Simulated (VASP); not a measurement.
# CoSi (Pm-3m) in VASP: single point with PBE

Aim: the single point of CoSi with PBE.

Everything below comes from runs of VASP 6.6.1. Logs are shortened: lines on timing, memory, paths and dates and some standing lists are left out, and cuts for length are marked.

## 1. The cell of the first run

The structure is cubic, space group Pm-3m (No. 221). The conventional cell has a = 2.781 Å, b = 2.781 Å, c = 2.781 Å, α = 90.00°, β = 90.00°, γ = 90.00°. Within 3.2 Å of Co (site symmetry m-3m) lie 8 Si at 2.41 Å and 6 Co at 2.78 Å. Within 3.2 Å of Si (site symmetry m-3m) lie 8 Co at 2.41 Å and 6 Si at 2.78 Å.

## 2. Single point, PBE, non-collinear spin, typed start

Contents of INCAR:

```
PREC     = Accurate       # precision mode
ENCUT    = 520            # plane-wave cutoff, eV
EDIFF    = 1E-6           # SCF threshold, eV
ISMEAR   = -1             # smearing method
SIGMA    = 0.03           # smearing width, eV
LREAL    = False          # projectors in reciprocal space
LASPH    = True           # aspherical terms in the spheres
NELM     = 150            # most SCF steps
ALGO     = Normal         # electronic algorithm
ISIF     = 2              # what is computed and relaxed
LWAVE    = False          # write WAVECAR
LCHARG   = False          # write CHGCAR
LNONCOLLINEAR= True           # non-collinear magnetism
MAGMOM   = 0 0 0.6 0 0 0.6 0 0 0 0 0 0 # initial moments
LORBIT   = 11             # projections on sites
LMAXMIX  = 4              # l up to which the mixer works
GGA      = PE             # functional
NBANDS   = 40             # bands
```

Contents of KPOINTS:

```
Automatic mesh
0
Gamma
  9 13 9
```

Contents of POSCAR:

```
CoSi
1.0
    0.0000000000      2.7813340000      2.7813340000
    2.7813340000      0.0000000000      0.0000000000
    0.0000000000      2.7813340000     -2.7813340000
Co Si
2 2
Direct
    0.0000000000      0.0000000000      0.0000000000
    0.5000000000      0.0000000000      0.5000000000
    0.5000000000      0.5000000000      0.0000000000
    0.0000000000      0.5000000000      0.5000000000
```

Potentials or basis: VASP PAW PBE potentials, release 64 (Co, Si).

Launch:

```sh
> cat potpaw_PBE.64/Co/POTCAR potpaw_PBE.64/Si/POTCAR > POTCAR
> mpirun -np 1 vasp_ncl > vasp.out
```

OUTCAR:

```text
PREC = Accurate
   ENCUT = 520
   EDIFF = 1E-6
   ISMEAR = -1
   LREAL = False
   LASPH = True
   NELM = 150
   ISIF = 2
   LNONCOLLINEAR = True
   LORBIT = 11
   GGA = PE

 ion  position               nearest neighbor table
   1  0.000  0.000  0.000-   3 2.41   4 2.41   4 2.41   3 2.41   4 2.41   4 2.41   3 2.41   3 2.41
                             2 2.78   2 2.78   2 2.78   2 2.78
   2  0.500  0.000  0.500-   3 2.41   4 2.41   3 2.41   3 2.41   4 2.41   3 2.41   4 2.41   4 2.41
                             1 2.78   1 2.78   1 2.78   1 2.78
   3  0.500  0.500  0.000-   1 2.41   2 2.41   2 2.41   1 2.41   2 2.41   2 2.41   1 2.41   1 2.41
                             4 2.78   4 2.78   4 2.78   4 2.78
   4  0.000  0.500  0.500-   1 2.41   2 2.41   1 2.41   1 2.41   2 2.41   1 2.41   2 2.41   2 2.41
                             3 2.78   3 2.78   3 2.78   3 2.78

  LATTYP: Found a simple tetragonal cell.
 ALAT       =     3.9334002643
 C/A-ratio  =     0.7071067812

  Lattice vectors:

 A1 = (   0.0000000000,  -2.7813340000,  -2.7813340000)
 A2 = (   0.0000000000,   2.7813340000,  -2.7813340000)
 A3 = (   2.7813340000,   0.0000000000,   0.0000000000)

Analysis of symmetry for initial positions (statically):
=====================================================================
 Subroutine PRICEL returns following result:

  LATTYP: Found a simple cubic cell.
 ALAT       =     2.7813340000

  Lattice vectors:

 A1 = (   0.0000000000,   0.0000000000,   2.7813340000)
 A2 = (   2.7813340000,   0.0000000000,   0.0000000000)
 A3 = (   0.0000000000,   2.7813340000,   0.0000000000)

   2 primitive cells build up your supercell.

 Routine SETGRP: Setting up the symmetry group for a
 simple tetragonal supercell.

 Subroutine GETGRP returns: Found 16 space group operations
 (whereof 16 operations were pure point group operations)
 out of a pool of 16 trial point group operations.

The static configuration has the point symmetry D_4h.

Analysis of symmetry for dynamics (positions and initial velocities):
=====================================================================
 Subroutine PRICEL returns following result:

  LATTYP: Found a simple cubic cell.
 ALAT       =     2.7813340000

  Lattice vectors:

 A1 = (   0.0000000000,   0.0000000000,   2.7813340000)
 A2 = (   2.7813340000,   0.0000000000,   0.0000000000)
 A3 = (   0.0000000000,   2.7813340000,   0.0000000000)

   2 primitive cells build up your supercell.

 Routine SETGRP: Setting up the symmetry group for a
 simple tetragonal supercell.

 Subroutine GETGRP returns: Found 16 space group operations
 (whereof 16 operations were pure point group operations)
 out of a pool of 16 trial point group operations.

The dynamic configuration has the point symmetry D_4h.

Analysis of structural, dynamic, and magnetic symmetry:
=====================================================================
 Subroutine PRICEL returns following result:

  LATTYP: Found a simple cubic cell.
 ALAT       =     2.7813340000

  Lattice vectors:

 A1 = (   0.0000000000,   0.0000000000,   2.7813340000)
 A2 = (   2.7813340000,   0.0000000000,   0.0000000000)
 A3 = (   0.0000000000,   2.7813340000,   0.0000000000)

   2 primitive cells build up your supercell.

 Routine SETGRP: Setting up the symmetry group for a
 simple tetragonal supercell.

 Subroutine GETGRP returns: Found  4 space group operations
 (whereof  4 operations were pure point group operations)
 out of a pool of 16 trial point group operations.

The overall configuration has the point symmetry C_2h.

 Subroutine INISYM returns: Found  4 space group operations
 (whereof  4 operations are pure point group operations),
 and found     2 'primitive' translations

----------------------------------------------------------------------------------------

                                     Primitive cell

  volume of cell :      21.5159

  direct lattice vectors                    reciprocal lattice vectors
     0.000000000  0.000000000  2.781334000     0.000000000  0.000000000  0.359539703
     2.781334000  0.000000000  0.000000000     0.359539703  0.000000000  0.000000000
     0.000000000  2.781334000  0.000000000     0.000000000  0.359539703  0.000000000

  length of vectors
     2.781334000  2.781334000  2.781334000     0.359539703  0.359539703  0.359539703

  position of ions in fractional coordinates (direct lattice)
     0.000000000  0.000000000  0.000000000
     0.500000000  0.500000000  0.500000000

  ion indices of the primitive-cell ions
   primitive index   ion index
                 1           1
                 2           3

----------------------------------------------------------------------------------------

 KPOINTS: Automatic mesh

Automatic generation of k-mesh.
 Grid dimensions read from file:
 generate k-points for:    9   13    9

 Generating k-lattice:

  Cartesian coordinates                     Fractional coordinates (reciprocal lattice)
     0.000000000  0.019974428  0.019974428     0.111111111  0.000000000  0.000000000
     0.027656900  0.000000000  0.000000000     0.000000000  0.076923077  0.000000000
     0.000000000  0.019974428 -0.019974428     0.000000000  0.000000000  0.111111111

  Length of vectors
     0.028248107  0.027656900  0.028248107

  Shift w.r.t. Gamma in fractional coordinates (k-lattice)
     0.000000000  0.000000000  0.000000000

 Subroutine IBZKPT returns following result:
 ===========================================

 Found    295 irreducible k-points:

 Following reciprocal coordinates:
            Coordinates               Weight
  0.000000  0.000000  0.000000      1.000000
  0.111111  0.000000  0.000000      4.000000
  0.222222  0.000000  0.000000      4.000000
  0.333333  0.000000  0.000000      4.000000
  0.444444  0.000000  0.000000      4.000000
  0.000000  0.076923  0.000000      2.000000
[... 16 lines left out ...]
  0.000000  0.153846 -0.444444      4.000000
  0.000000  0.230769  0.000000      2.000000
 [... further k-points ...]
   k-points           NKPTS =    295   k-points in BZ     NKDIM =    295   number of bands    NBANDS=     40
   number of dos      NEDOS =    301   number of ions     NIONS =      4
   total plane-waves  NPLWV =  21600
   dimension x,y,z NGX =    30 NGY =   24 NGZ =   30
   dimension x,y,z NGXF=    60 NGYF=   48 NGZF=   60
   ions per type =               2   2
   NGX,Y,Z   is equivalent  to a cutoff of  12.68, 14.35, 12.68 a.u.
   NGXF,Y,Z  is equivalent  to a cutoff of  25.36, 28.69, 25.36 a.u.
 SYSTEM =  unknown system
   PREC   = accura    normal or accurate (medium, high low for compatibility)
   ISTART =      0    job   : 0-new  1-cont  2-samecut
   ICHARG =      2    charge: 1-file 2-atom 10-const
   ISPIN  =      1    spin polarized calculation?
   LNONCOLLINEAR =      T non collinear calculations
   LSORBIT =      F    spin-orbit coupling
   LASPH  =      T    aspherical Exc in radial PAW
   ENCUT  =  520.0 eV  38.22 Ry    6.18 a.u.   7.31  5.17  7.31*2*pi/ulx,y,z
   NELM   =    150;   NELMIN=  2; NELMDL= -5     # of ELM steps
   EDIFF  = 0.1E-05   stopping-criterion for ELM
   LREAL  =      F    real-space projection
   EDIFFG = 0.1E-04   stopping-criterion for IOM
   NSW    =      0    number of steps for IOM
   IBRION =     -1    ionic relax: 0-MD 1-quasi-New 2-CG
   NFREE  =      0    steps in history (QN), initial steepest desc. (CG)
   ISIF   =      2    stress and relaxation
   ISYM   =      2    0-nonsym 1-usesym 2-fastsym
   POTIM  = 0.5000    time-step for ionic-motion
   TEBEG  =    0.0;   TEEND  =   0.0 temperature during run
   PSTRESS=    0.0 pullay stress
   NELECT =      26.0000    total number of electrons
   NUPDOWN=      -1.0000    fix difference up-down
   EMIN   =  10.00;   EMAX   =-10.00  energy-range for DOS
   EFERMI =   0.00;   METHOD = LEGACY
   ISMEAR =    -1;   SIGMA  =   0.03  broadening in eV -4-tet -1-fermi 0-gaus
   EFERMI_NEDOS =   21; number of points for ismear=-14 and -15
   IALGO  =     38    algorithm
   IMIX   =      4    mixing-type and parameters
     AMIX     =   0.40;   BMIX     =  1.00
     AMIX_MAG =   1.60;   BMIX_MAG =  1.00
  volume/ion in A,a.u.               =      10.76        72.60
  Fermi-wavevector in a.u.,A,eV,Ry     =   1.384000  2.615381 26.061367  1.915456
  Thomas-Fermi vector in A             =   2.508545
   LORBIT       =     11    0 simple, 1 ext, 2 COOP (PROOUT), +10 PAW based schemes
   GGA     = PE    functional components
   LHFCALC =     F    Hartree Fock is set to
   AEXX    =    0.0000 exact exchange contribution
   IVDW    =     0    specifies the selected vdW correction
   LEPSILON=     F    determine dielectric tensor
   LRPA    =     F    only Hartree local field effects (RPA)
  energy-cutoff  :      520.00
  volume of cell :       43.03
 maximum number of plane-waves:      2348
 NGX is ok and might be reduce to    30
   NGX = 15   NGY = 11   NGZ = 15

 number of electron      25.9999994 magnetization      -0.0000000     -0.0000000      1.1374565

 number of electron      25.9999994 magnetization       0.0000000     -0.0000000      1.1374611

 number of electron      25.9999994 magnetization       0.0000000      0.0000000      1.1374611

 Free energy of the ion-electron system (eV)
  ---------------------------------------------------
  ext. energy  EPLUGINS =         0.00000000
  ---------------------------------------------------
  free energy    TOTEN  =       -26.56807661 eV

  energy without entropy =      -26.55540271  energy(sigma->0) =      -26.56173966

 E-fermi :  12.8809     XC(G=0): -12.9426

 val. band max:       12.8796386501   @ k =  -0.2222   0.4615  -0.2222
 cond. band min:      12.8826392816   @ k =   0.2222   0.0769  -0.2222
 fundamental gap:      0.0030006315
 Fermi energy:        12.8809391684

 k-point     1 :       0.0000    0.0000    0.0000
  band No.  band energies     occupation
      1      -1.4132      1.00000
      2      -1.3962      1.00000
      3       4.4522      1.00000
      4       4.5325      1.00000
      5       7.5769      1.00000
      6       7.5769      1.00000
[... 30 lines left out ...]
     37      20.2584      0.00000
     38      20.2587      0.00000
[... 941 lines left out ...]
     37      17.6619      0.00000
     38      17.7770      0.00000

 [... further k-points ...]

 [bands above 38 left out]

------------------------ aborting loop because EDIFF is reached ----------------------------------------

  FORCE on cell =-STRESS in cart. coord.  units (eV):
  Direction    XX          YY          ZZ          XY          YZ          ZX
  --------------------------------------------------------------------------------------
  -------------------------------------------------------------------------------------
  Total        0.2189567      0.1788026      0.1787828     -0.0000012      0.0000000      0.0000000
  in kB        8.1522861      6.6572527      6.6565142     -0.0000455      0.0000000      0.0000000
  external PRESSURE =       7.1553510 kB  Pullay stress =       0.0000000 kB

 VOLUME and BASIS-vectors are now :
 -----------------------------------------------------------------------------
  energy-cutoff  :      520.00
  volume of cell :       43.03
      direct lattice vectors                 reciprocal lattice vectors
     0.000000000  2.781334000  2.781334000     0.000000000  0.179769851  0.179769851
     2.781334000  0.000000000  0.000000000     0.359539703  0.000000000  0.000000000
     0.000000000  2.781334000 -2.781334000     0.000000000  0.179769851 -0.179769851

 POSITION                                       TOTAL-FORCE (eV/Angst)
 -----------------------------------------------------------------------------------
      0.00000      0.00000      0.00000        -0.000000     -0.000000      0.000000
      0.00000      2.78133      0.00000        -0.000000     -0.000000      0.000000
      1.39067      1.39067      1.39067         0.000000      0.000000     -0.000000
      1.39067      1.39067     -1.39067        -0.000000      0.000000     -0.000000
 -----------------------------------------------------------------------------------
    total drift:                               -0.000000      0.000000     -0.000000

  FREE ENERGIE OF THE ION-ELECTRON SYSTEM (eV)
  ---------------------------------------------------
  free  energy   TOTEN  =       -26.5680766099 eV

  energy  without entropy=      -26.5554027139  energy(sigma->0) =      -26.56173966

 total charge

# of ion       s       p       d       tot
------------------------------------------
    1        0.438   0.590   7.576   8.605
    2        0.438   0.590   7.576   8.605
    3        0.713   0.863   0.000   1.576
    4        0.713   0.863   0.000   1.576
--------------------------------------------------
tot          2.302   2.907  15.152  20.361

 magnetization (x)

# of ion       s       p       d       tot
------------------------------------------
    1       -0.000   0.000   0.000   0.000
    2       -0.000   0.000   0.000   0.000
    3       -0.000  -0.000   0.000  -0.000
    4       -0.000  -0.000   0.000  -0.000
--------------------------------------------------
tot         -0.000  -0.000   0.000   0.000

 magnetization (y)

# of ion       s       p       d       tot
------------------------------------------
    1        0.000   0.000   0.000   0.000
    2        0.000   0.000   0.000   0.000
    3        0.000   0.000   0.000   0.000
    4        0.000   0.000   0.000   0.000
--------------------------------------------------
tot          0.000   0.000   0.000   0.000

 magnetization (z)

# of ion       s       p       d       tot
------------------------------------------
    1        0.008   0.001   0.556   0.565
    2        0.008   0.001   0.556   0.565
    3        0.004   0.013   0.000   0.016
    4        0.004   0.013   0.000   0.016
--------------------------------------------------
tot          0.023   0.028   1.112   1.163
```

Run time: 44 min. Hardware: 1 thread of Oxide Virtual Turin-like, shared host; peak memory 0.72 GiB.

Results:

```yaml
Free_energy: -26.5681 eV
Pressure: 0.7 GPa
Band_gap_on_the_k_mesh: zero (bands 26 and 27 overlap by 1.56 eV)
Net_moment: 1.14 μB per cell
Valence_electrons_inside_the_program's_atomic_spheres: Co 8.61; Si 1.58
```

Stress tensor (GPa, compression positive):
```
0.82 0.00 0.00
0.00 0.67 0.00
0.00 0.00 0.67
```

Levels at points of the mesh, in eV from the Fermi level:
| k point | band 23 | band 24 | band 25 | band 26 | band 27 | band 28 | band 29 | band 30 |
| --- | --- | --- | --- | --- | --- | --- | --- | --- |
| (0.00, 0.00, 0.00) | -1.25 | -1.25 | -1.14 | -0.21 | 1.28 | 1.60 | 1.62 | 2.12 |

Moments on the atoms (μB; x, y, z):
```
Co  0.00 0.00 0.56
Co  0.00 0.00 0.56
Si  0.00 0.00 0.02
Si  0.00 0.00 0.02
```
